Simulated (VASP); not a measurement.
A run of VASP 6.6.1:

File POSCAR:

```
TaN
1.0
    2.9380011100      0.0000000000      0.0000000000
   -1.4690005500      2.5443836000      0.0000000000
    0.0000000000      0.0000000000      2.8830022100
Ta N
1 1
Direct
    0.3333333333      0.6666666667      0.5000000000
    0.0000000000      0.0000000000      0.0000000000
```

Contents of INCAR.step1:

```
SYSTEM = TaN
PREC = Accurate
ENCUT = 520
EDIFF = 1E-5
ISMEAR = -1
SIGMA = 0.05
LREAL = .FALSE.
LASPH = .TRUE.
NELM = 120
ALGO = Normal
ISIF = 2
LWAVE = .TRUE.
LCHARG = .FALSE.
NBANDS = 16
GGA = PE
GGA_COMPAT = .FALSE.
```

File INCAR.step2:

```
SYSTEM = TaN
PREC = Accurate
ENCUT = 520
EDIFF = 1E-6
ISMEAR = -1
SIGMA = 0.05
LREAL = .FALSE.
LASPH = .TRUE.
NELM = 120
ALGO = Normal
ISIF = 2
LWAVE = .FALSE.
LCHARG = .FALSE.
GGA = B3
LHFCALC = .TRUE.
AEXX = 0.2
AGGAX = 0.72
AGGAC = 0.81
ALDAC = 0.19
PRECFOCK = Normal
NBANDS = 16
ISTART = 1
GGA_COMPAT = .FALSE.
```

File KPOINTS:

```
Automatic mesh
0
G
  5 5 5
  0 0 0
```

Potentials or basis: VASP PAW PBE potentials, release 64 (Ta_sv_GW, N).

Run with:

```bash
$ cat potpaw_PBE.64/Ta_sv_GW/POTCAR potpaw_PBE.64/N/POTCAR > POTCAR
$ cp INCAR.step1 INCAR
$ mpirun -np 1 vasp_std > vasp.out
$ cp INCAR.step2 INCAR
$ mpirun -np 1 vasp_std > vasp.out
```

Hardware: 1 thread of Intel(R) Xeon(R) Platinum 8259CL CPU @ 2.50GHz (Skylake/Cascade Lake), on a shared host.

Question: Estimate the wall time of this run.

Answer: Wall time 12 min on 1 thread of Intel(R) Xeon(R) Platinum 8259CL CPU @ 2.50GHz (Skylake/Cascade Lake), with other jobs on the host, peak memory 0.16 GiB. Counts: k points 15.
